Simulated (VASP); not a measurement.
Wanted: the native input for a VASP 6.6.1 run.

```
Task                   : single point
Functional             : PBE
Potentials or basis    : VASP PAW PBE potentials, release 64 (Cd, S)
Cutoff                 : 520 eV
k mesh                 : 8 × 8 × 8
Occupations            : gaussian, width 0.02 eV
Spin                   : no spin polarisation
Dipole correction      : no
Further INCAR settings : ALGO = Normal; EDIFF = 1e-06; NBANDS = 16
```

The structure of CdS lies in POSCAR:

```
CdS
1.0
    0.0000000000      2.9925517187      2.9925517187
    2.9925517187      0.0000000000      2.9925517187
    2.9925517187      2.9925517187      0.0000000000
Cd S
1 1
Direct
    0.0000000000      0.0000000000      0.0000000000
    0.2500000000      0.2500000000      0.2500000000
```

This cell differs from its parent crystal: volume scaled by 1.03.

These files were run (other wordings do the same):

INCAR

```
ALGO = Normal
EDIFF = 1E-6
ENCUT = 520
GGA = PE
ISIF = 2
ISMEAR = 0
LASPH = T
LCHARG = F
LREAL = F
LWAVE = F
NBANDS = 16
NELM = 60
PREC = Accurate
SIGMA = 0.02
```

KPOINTS

```
k-points
0
Gamma
  8 8 8
```

Potentials or basis: VASP PAW PBE potentials, release 64 (Cd, S).

Command:

```sh
$ cat potpaw_PBE.64/Cd/POTCAR potpaw_PBE.64/S/POTCAR > POTCAR
$ mpirun -np 1 vasp_std > vasp.out
```

Results of the run:

```yaml
Pressure: -1.2 GPa
Band_gap_on_the_k_mesh: 0.98 eV, direct
```

Wall time 7.7 s on 1 thread of Intel(R) Xeon(R) 6975P-C (Granite Rapids), with other jobs on the host, peak memory 0.18 GiB.
